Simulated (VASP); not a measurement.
# Bi4Te3 (P-6m2) in VASP: further runs, part 2 of 2

VASP 6.6.1. The steps go on from the part before.

## Step 3: Single point, PBE

This run uses another cell than the first one, of 39.61 Å³/atom, 1.171 times its volume.

Contents of INCAR:

```
SYSTEM = Bi4Te3
ALGO = Normal ; EDIFF = 1E-7
ENCUT = 520 ; GGA = PE
ISIF = 2 ; ISMEAR = 0
LASPH = .TRUE. ; LCHARG = .FALSE.
LREAL = .FALSE. ; LWAVE = .FALSE.
NBANDS = 48 ; NELM = 60
PREC = Accurate ; SIGMA = 0.1
```

Contents of KPOINTS:

```
k-points
0
G
  3 3 2
  0 0 0
```

Contents of POSCAR:

```
Bi4Te3
1.0
    6.2848038700      0.0000000000      0.0000000000
   -3.1424019400      5.4427998100      0.0000000000
    0.0000000000      0.0000000000      8.1058127200
Bi Te
4 3
Direct
    0.5422477500      0.4577522500      0.5000000000
    0.5422477500      0.0844955000      0.5000000000
    0.9155045000      0.4577522500      0.5000000000
    0.3333333300      0.6666666700      0.0000000000
    0.2051688700      0.7948311300      0.5000000000
    0.2051688700      0.4103377400      0.5000000000
    0.5896622600      0.7948311300      0.5000000000
```

Potentials or basis: VASP PAW PBE potentials, release 64 (Bi_d, Te).

The run is started by

```console
$ cat potpaw_PBE.64/Bi_d/POTCAR potpaw_PBE.64/Te/POTCAR > POTCAR
$ mpirun -np 1 vasp_std > vasp.out
```

OUTCAR:

```text
SYSTEM = Bi4Te3
   EDIFF = 1E-7
   ENCUT = 520
   GGA = PE
   ISIF = 2
   ISMEAR = 0
   LASPH = .TRUE.
   LREAL = .FALSE.
   NELM = 60
   PREC = Accurate

 ion  position               nearest neighbor table
   1  0.542  0.458  0.500-   6 1.99   7 1.99   3 2.35   2 2.35   5 3.61   5 3.61   5 3.67
   2  0.542  0.084  0.500-   5 1.99   7 1.99   3 2.35   1 2.35   6 3.61   6 3.61   6 3.67
   3  0.916  0.458  0.500-   5 1.99   6 1.99   2 2.35   1 2.35   7 3.61   7 3.61   7 3.67
   4  0.333  0.667  0.000-
   5  0.205  0.795  0.500-   2 1.99   3 1.99   7 2.42   6 2.42   1 3.61   1 3.61   1 3.67
   6  0.205  0.410  0.500-   1 1.99   3 1.99   7 2.42   5 2.42   2 3.61   2 3.61   2 3.67
   7  0.590  0.795  0.500-   1 1.99   2 1.99   6 2.42   5 2.42   3 3.61   3 3.61   3 3.67

  LATTYP: Found a hexagonal cell.
 ALAT       =     6.2848038700
 C/A-ratio  =     1.2897479202

  Lattice vectors:

 A1 = (   6.2848038700,   0.0000000000,   0.0000000000)
 A2 = (  -3.1424019400,   5.4427998100,   0.0000000000)
 A3 = (   0.0000000000,   0.0000000000,   8.1058127200)

Analysis of symmetry for initial positions (statically):
=====================================================================
 Subroutine PRICEL returns:
 Original cell was already a primitive cell.

 Routine SETGRP: Setting up the symmetry group for a
 hexagonal supercell.

 Subroutine GETGRP returns: Found 12 space group operations
 (whereof 12 operations were pure point group operations)
 out of a pool of 24 trial point group operations.

The static configuration has the point symmetry D_3h.

Analysis of symmetry for dynamics (positions and initial velocities):
=====================================================================
 Subroutine PRICEL returns:
 Original cell was already a primitive cell.

 Routine SETGRP: Setting up the symmetry group for a
 hexagonal supercell.

 Subroutine GETGRP returns: Found 12 space group operations
 (whereof 12 operations were pure point group operations)
 out of a pool of 24 trial point group operations.

The dynamic configuration has the point symmetry D_3h.

 Subroutine INISYM returns: Found 12 space group operations
 (whereof 12 operations are pure point group operations),
 and found     1 'primitive' translations

----------------------------------------------------------------------------------------

                                     Primitive cell

  volume of cell :     277.2750

  direct lattice vectors                    reciprocal lattice vectors
     6.284803870  0.000000000  0.000000000     0.159113955  0.091864485  0.000000000
    -3.142401940  5.442799810  0.000000000     0.000000000  0.183728969  0.000000000
     0.000000000  0.000000000  8.105812720     0.000000000  0.000000000  0.123368259

  length of vectors
     6.284803870  6.284803873  8.105812720     0.183728970  0.183728969  0.123368259

  position of ions in fractional coordinates (direct lattice)
     0.542247750  0.457752250  0.500000000
     0.542247750  0.084495500  0.500000000
     0.915504500  0.457752250  0.500000000
     0.333333330  0.666666670  0.000000000
     0.205168870  0.794831130  0.500000000
     0.205168870  0.410337740  0.500000000
[... 36 lines left out ...]
 Found      6 irreducible k-points:

 Following reciprocal coordinates:
            Coordinates               Weight
  0.000000  0.000000  0.000000      1.000000
  0.333333 -0.000000  0.000000      6.000000
  0.333333  0.333333  0.000000      2.000000
  0.000000  0.000000  0.500000      1.000000
  0.333333 -0.000000  0.500000      6.000000
  0.333333  0.333333  0.500000      2.000000
   k-points           NKPTS =      6   k-points in BZ     NKDIM =      6   number of bands    NBANDS=     48
   number of dos      NEDOS =    301   number of ions     NIONS =      7
   total plane-waves  NPLWV = 138240
   dimension x,y,z NGX =    48 NGY =   48 NGZ =   60
   dimension x,y,z NGXF=    96 NGYF=   96 NGZF=  120
   ions per type =               4   3
   NGX,Y,Z   is equivalent  to a cutoff of  12.70, 12.70, 12.31 a.u.
   NGXF,Y,Z  is equivalent  to a cutoff of  25.39, 25.39, 24.61 a.u.
 SYSTEM =  Bi4Te3
   PREC   = accura    normal or accurate (medium, high low for compatibility)
   ISTART =      0    job   : 0-new  1-cont  2-samecut
   ICHARG =      2    charge: 1-file 2-atom 10-const
   ISPIN  =      1    spin polarized calculation?
   LNONCOLLINEAR =      F non collinear calculations
   LSORBIT =      F    spin-orbit coupling
   LASPH  =      T    aspherical Exc in radial PAW
   ENCUT  =  520.0 eV  38.22 Ry    6.18 a.u.  11.69 11.69 15.07*2*pi/ulx,y,z
   NELM   =     60;   NELMIN=  2; NELMDL= -5     # of ELM steps
   EDIFF  = 0.1E-06   stopping-criterion for ELM
   LREAL  =      F    real-space projection
   EDIFFG = 0.1E-05   stopping-criterion for IOM
   NSW    =      0    number of steps for IOM
   IBRION =     -1    ionic relax: 0-MD 1-quasi-New 2-CG
   NFREE  =      0    steps in history (QN), initial steepest desc. (CG)
   ISIF   =      2    stress and relaxation
   ISYM   =      2    0-nonsym 1-usesym 2-fastsym
   POTIM  = 0.5000    time-step for ionic-motion
   TEBEG  =    0.0;   TEEND  =   0.0 temperature during run
   PSTRESS=    0.0 pullay stress
   NELECT =      78.0000    total number of electrons
   NUPDOWN=      -1.0000    fix difference up-down
   EMIN   =  10.00;   EMAX   =-10.00  energy-range for DOS
   EFERMI =   0.00;   METHOD = LEGACY
   ISMEAR =     0;   SIGMA  =   0.10  broadening in eV -4-tet -1-fermi 0-gaus
   EFERMI_NEDOS =   21; number of points for ismear=-14 and -15
   IALGO  =     38    algorithm
   IMIX   =      4    mixing-type and parameters
     AMIX     =   0.40;   BMIX     =  1.00
     AMIX_MAG =   1.60;   BMIX_MAG =  1.00
  volume/ion in A,a.u.               =      39.61       267.31
  Fermi-wavevector in a.u.,A,eV,Ry     =   1.072678  2.027068 15.655389  1.150639
  Thomas-Fermi vector in A             =   2.208455
   LORBIT       =      0    0 simple, 1 ext, 2 COOP (PROOUT), +10 PAW based schemes
   GGA     = PE    functional components
   LHFCALC =     F    Hartree Fock is set to
   AEXX    =    0.0000 exact exchange contribution
   IVDW    =     0    specifies the selected vdW correction
   LEPSILON=     F    determine dielectric tensor
   LRPA    =     F    only Hartree local field effects (RPA)
 non-spin polarized calculation
 Gauss-broadening in eV      SIGMA  =   0.10
  energy-cutoff  :      520.00
  volume of cell :      277.27
 maximum number of plane-waves:      7482
 NGX is ok and might be reduce to    48
   NGX = 23   NGY = 23   NGZ = 31

 number of electron      78.0000026 magnetization

 Free energy of the ion-electron system (eV)
  ---------------------------------------------------
  ext. energy  EPLUGINS =         0.00000000
  ---------------------------------------------------
  free energy    TOTEN  =        60.49924003 eV

  energy without entropy =       60.59604819  energy(sigma->0) =       60.54764411

 E-fermi :   5.3365     XC(G=0):  -7.6920

 val. band max:        5.3019906942   @ k =   0.3333   0.3333   0.5000
 cond. band min:       5.3553019115   @ k =   0.3333   0.3333   0.0000
 fundamental gap:      0.0533112173
 Fermi energy:         5.3364801380

 k-point     1 :       0.0000    0.0000    0.0000
  band No.  band energies     occupation
      1     -24.3552      2.00000
      2     -23.6835      2.00000
      3     -23.6835      2.00000
      4     -22.3373      2.00000
      5     -22.1278      2.00000
      6     -21.8870      2.00000
[... 295 lines left out ...]
     47      10.3046      0.00000
     48      10.3388      0.00000

------------------------ aborting loop because EDIFF is reached ----------------------------------------

  FORCE on cell =-STRESS in cart. coord.  units (eV):
  Direction    XX          YY          ZZ          XY          YZ          ZX
  --------------------------------------------------------------------------------------
  -------------------------------------------------------------------------------------
  Total      304.0180299    304.0180299     -3.8896665     -0.0000003      0.0000000     -0.0000000
  in kB     1756.7067383   1756.7067388    -22.4756520     -0.0000016      0.0000000     -0.0000000
  external PRESSURE =    1163.6459417 kB  Pullay stress =       0.0000000 kB

 VOLUME and BASIS-vectors are now :
 -----------------------------------------------------------------------------
  energy-cutoff  :      520.00
  volume of cell :      277.27
      direct lattice vectors                 reciprocal lattice vectors
     6.284803870  0.000000000  0.000000000     0.159113955  0.091864485  0.000000000
    -3.142401940  5.442799810  0.000000000     0.000000000  0.183728969  0.000000000
     0.000000000  0.000000000  8.105812720     0.000000000  0.000000000  0.123368259

 POSITION                                       TOTAL-FORCE (eV/Angst)
 -----------------------------------------------------------------------------------
      1.96948      2.49145      4.05291        28.513364    -16.462199     -0.000000
      3.14240      0.45989      4.05291        -0.000000     32.924397      0.000000
      4.31532      2.49145      4.05291       -28.513364    -16.462199     -0.000000
     -0.00000      3.62853      0.00000         0.000000     -0.000000     -0.000000
     -1.20823      4.32611      4.05291       -23.203112     13.396323     -0.000000
     -0.00000      2.23339      4.05291         0.000000    -26.792645      0.000000
      1.20823      4.32611      4.05291        23.203112     13.396323     -0.000000
 -----------------------------------------------------------------------------------
    total drift:                                0.000036     -0.000021      0.000000

  FREE ENERGIE OF THE ION-ELECTRON SYSTEM (eV)
  ---------------------------------------------------
  free  energy   TOTEN  =        60.4992400281 eV

  energy  without entropy=       60.5960481914  energy(sigma->0) =       60.54764411
```

It took 3.1 min on 1 thread of Intel Xeon Platinum 8259CL at 2.50GHz (Skylake/Cascade Lake), shared host; peak memory 0.39 GiB.

Results:

| Property | Result |
| --- | --- |
| Free energy | 60.4992 eV |
| Pressure | 116.4 GPa |
| Largest force | 32.924 eV/Å |
| Band gap on the k mesh | zero (band 39 reaches 5.37 eV, above the bottom of band 40 at 5.30 eV) |

Forces on the atoms (eV/Å):
```
Bi   28.513 -16.462   0.000
Bi    0.000  32.924   0.000
Bi  -28.513 -16.462   0.000
Bi    0.000   0.000   0.000
Te  -23.203  13.396   0.000
Te    0.000 -26.793   0.000
Te   23.203  13.396   0.000
```

Stress tensor (GPa, compression positive):
```
175.67   0.00   0.00
  0.00 175.67   0.00
  0.00   0.00  -2.25
```

Caveat: the k points lie up to 0.39 Å⁻¹ apart; spin-orbit coupling is left out, which moves the levels of the heavy elements; this functional lacks dispersion, which binds the layers, so the pressure and a relaxed spacing across them are unreliable; forces of over 1 eV/Å act on the atoms, so gaps and moduli don't describe the material at rest.

## Step 4: Single point, PBE

This run uses another cell than the first one, of 32.95 Å³/atom, 0.974 times its volume.

Contents of INCAR:

```
  PREC = Accurate
  ENCUT = 520
  EDIFF = 1E-7
  ISMEAR = 0
  SIGMA = 0.1
  LREAL = F
  LASPH = T
  NELM = 80
  ALGO = Fast
  ISIF = 2
  LWAVE = F
  LCHARG = F
  GGA = PE
  NBANDS = 48
```

Contents of KPOINTS:

```
regular mesh
0
Gamma
  3 3 6
```

Contents of POSCAR:

```
Bi4Te3
1.0
    8.9670277574      0.0000000000      0.0000000000
   -4.4835138787      7.7656738344      0.0000000000
    0.0000000000      0.0000000000      3.3123847716
Bi Te
4 3
Direct
    0.5378643236      0.4621356764      0.5000000000
    0.5378643236      0.0757286472      0.5000000000
    0.9242713528      0.4621356764      0.5000000000
    0.3333333333      0.6666666667      0.0000000000
    0.1209409680      0.8790590320      0.5000000000
    0.1209409680      0.2418819359      0.5000000000
    0.7581180641      0.8790590320      0.5000000000
```

The run is started by

```console
$ cat potpaw_PBE.64/Bi_d/POTCAR potpaw_PBE.64/Te/POTCAR > POTCAR
$ mpirun -np 1 vasp_std > vasp.out
```

Wall time 3.3 min (1 thread of Intel Xeon Platinum 8259CL at 2.50GHz (Skylake/Cascade Lake), shared host); peak memory 0.41 GiB.

Results (log left out):

```yaml
Free_energy: -24.1612 eV
Pressure: -0.1 GPa
Largest_force: 0.007 eV/Å
Band_gap_on_the_k_mesh: zero (band 39 reaches 8.11 eV, above the bottom of band 40 at 5.21 eV)
```

Forces on the atoms (eV/Å):
```
Bi  -0.002  0.001  0.000
Bi   0.000 -0.002  0.000
Bi   0.002  0.001  0.000
Bi   0.000  0.000  0.000
Te   0.006 -0.004  0.000
Te   0.000  0.007  0.000
Te  -0.006 -0.004  0.000
```

Levels at points of the mesh, in eV from the Fermi level:
| k point | band 35 | band 36 | band 37 | band 38 | band 39 | band 40 | band 41 | band 42 | band 43 | band 44 |
| --- | --- | --- | --- | --- | --- | --- | --- | --- | --- | --- |
| (0.00, 0.00, 0.00) | -0.78 | -0.78 | -0.24 | -0.24 | 1.08 | 2.20 | 2.20 | 3.41 | 3.50 | 3.50 |
| (0.00, 0.00, 0.50) | -2.08 | -2.08 | -1.90 | -1.66 | -1.26 | -1.26 | -0.10 | 0.53 | 0.53 | 1.19 |

Caveat: spin-orbit coupling is left out, which moves the levels of the heavy elements.

## Step 5: Overview

```tsv
cell	k mesh	gap on the mesh (eV)	pressure (GPa)	largest force (eV/Å)
a = 9.654, b = 9.654, c = 2.933 Å, angles 90.0, 90.0, 120.0°, 7 atoms	3 × 3 × 2	none	-0.1	0.01
a = 6.285, b = 6.285, c = 8.106 Å, angles 90.0, 90.0, 120.0°, 7 atoms	3 × 3 × 2	none	116.4	32.92
a = 8.967, b = 8.967, c = 3.312 Å, angles 90.0, 90.0, 120.0°, 7 atoms	3 × 3 × 6	none	-0.1	0.01
```

Alike in all rows: task single point; level PBE; potentials or basis VASP PAW PBE potentials, release 64 (Bi_d, Te); no spin polarisation; cutoff (eV) 520; smearing gaussian 0.1 eV.

Caveats: some runs use coarse meshes; spin-orbit coupling is left out, which moves the levels of the heavy elements; this functional lacks dispersion, which binds the layers, so the pressure and a relaxed spacing across them are unreliable (some runs); forces of over 1 eV/Å act on the atoms, so gaps and moduli don't describe the material at rest (some runs).

Total energies depend on the potentials used, so only differences within one code and one set of settings carry meaning.
